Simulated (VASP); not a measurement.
Here is a VASP 6.6.1 calculation.

INCAR

```
PREC = Accurate
ENCUT = 520
EDIFF = 1E-6
ISMEAR = 0
SIGMA = 0.15
LREAL = F
LASPH = T
NELM = 100
ALGO = Fast
ISIF = 2
LWAVE = F
LCHARG = F
GGA = PE
NBANDS = 12
```

Contents of KPOINTS:

```
Automatic mesh
0
Gamma
  20 20 20
```

The input POSCAR:

```
In
1.0
   -1.6342807500      1.6261500000      2.4739500000
    1.6342807500     -1.6261500000      2.4739500000
    1.6342807500      1.6261500000     -2.4739500000
In
1
Direct
    0.0000000000      0.0000000000      0.0000000000
```

Potentials or basis: VASP PAW PBE potentials, release 64 (In_d).

Run with:

```bash
$ cat potpaw_PBE.64/In_d/POTCAR > POTCAR
$ mpirun -np 1 vasp_std > vasp.out
```

(1) What does it give for the pressure?

(2) What does it give for the band gap on the k mesh?

## Answers

(1) 1.7 GPa.

(2) zero (an odd number of electrons rules out a gap without spin polarisation).

Caveat: the cell differs from its parent crystal (strain +0.0050 x Voigt [1, 0, 0, 0, 0, 0]); spin-orbit coupling is left out, which moves the levels of the heavy elements.
